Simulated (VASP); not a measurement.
Write the native input for VASP 6.6.1 that does the following.

```
Task                   : single point
Functional             : r2SCAN
Potentials or basis    : VASP PAW PBE potentials, release 64 (Rb_sv, Br)
Cutoff                 : 520 eV
k mesh                 : 6 × 6 × 6
Occupations            : gaussian, width 0.02 eV
Spin                   : no spin polarisation
Dipole correction      : no
Further INCAR settings : ALGO = Normal; EDIFF = 1e-06; NBANDS = 15
```

Crystal: RbBr.

```xyz
2
Lattice="4.2499 0.0000 0.0000 0.0000 4.1100 0.0000 0.0000 0.0000 4.1100" Properties=species:S:1:pos:R:3 pbc="T T T"
Rb    0.0000    0.0000    0.0000
Br    2.1249    2.0550    2.0550
```

This cell differs from its parent crystal: uniaxial strain along a: +3.0 %, then relaxed in part.

One way to write it, as run:

POSCAR

```
RbBr
1.0
    4.2498596190      0.0000000000      0.0000000000
    0.0000000000      4.1100148717      0.0000000000
    0.0000000000      0.0000000000      4.1100148717
Rb Br
1 1
Direct
    0.0000000000      0.0000000000      0.0000000000
    0.5000000000      0.5000000000      0.5000000000
```

INCAR.step1

```
PREC = Accurate
ENCUT = 520
ISMEAR = 0
SIGMA = 0.02
LREAL = F
LASPH = T
NELM = 60
NBANDS = 15
GGA = PE
ALGO = Normal
EDIFF = 1E-4
LWAVE = T
LCHARG = F
```

INCAR.step2

```
PREC = Accurate
ENCUT = 520
EDIFF = 1E-6
ISMEAR = 0
SIGMA = 0.02
LREAL = F
LASPH = T
NELM = 60
ALGO = Normal
ISIF = 2
LWAVE = F
LCHARG = F
METAGGA = R2SCAN
LMIXTAU = T
NBANDS = 15
ISTART = 1
```

KPOINTS

```
Automatic mesh
0
Gamma
  6 6 6
```

Potentials or basis: VASP PAW PBE potentials, release 64 (Rb_sv, Br).

Command:

```sh
$ cat potpaw_PBE.64/Rb_sv/POTCAR potpaw_PBE.64/Br/POTCAR > POTCAR
$ cp INCAR.step1 INCAR
$ mpirun -np 1 vasp_std > vasp.out
$ cp INCAR.step2 INCAR
$ mpirun -np 1 vasp_std > vasp.out
```

It gave:

| Quantity | Value |
| --- | --- |
| Pressure | -0.3 GPa |
| Band gap on the k mesh | 4.68 eV, indirect (least direct gap 4.83 eV) |

Caveat: the cell differs from its parent crystal (uniaxial strain along a: +3.0 %, then relaxed in part); the PAW data sets were made with another functional, which shifts forces and pressure a little.

Run time: 91 s on 1 thread of AMD EPYC 7R13 Processor (Zen 3), with other jobs on the host, peak memory 0.18 GiB.
